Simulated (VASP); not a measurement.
Y, 1 atom in the cell. The structure is cubic, space group Pm-3m (No. 221). Conventional cell: a = 2.695 Å, b = 2.695 Å, c = 2.695 Å, α = 90.00°, β = 90.00°, γ = 90.00°. Y (site symmetry m-3m) has 6 Y at 2.70 Å within 3.6 Å. 

* Program: VASP 6.6.1
* Task: single point
* Functional: r2SCAN
* Potentials or basis: VASP PAW PBE potentials, release 64 (Y_sv)
* Cutoff: 520 eV
* k mesh: 12 × 12 × 12
* Occupations: fermi-dirac, width 0.1 eV
* Spin: no spin polarisation
* Dipole correction: no
* Further INCAR settings: ALGO = Normal; EDIFF = 1e-07; NBANDS = 12

Potentials or basis: VASP PAW PBE potentials, release 64 (Y_sv).

Launch:

```console
$ cat potpaw_PBE.64/Y_sv/POTCAR > POTCAR
$ cp INCAR.step1 INCAR
$ mpirun -np 1 vasp_std > vasp.out
$ cp INCAR.step2 INCAR
$ mpirun -np 1 vasp_std > vasp.out
```

Hardware: 1 thread of Intel(R) Xeon(R) Platinum 8488C (Sapphire Rapids), on a shared host.

Task: How long does it take, and how much memory?

Result: It took 67 s on 1 thread of Intel(R) Xeon(R) Platinum 8488C (Sapphire Rapids), on a shared host, peak memory 0.15 GiB. Counts: k points 84.
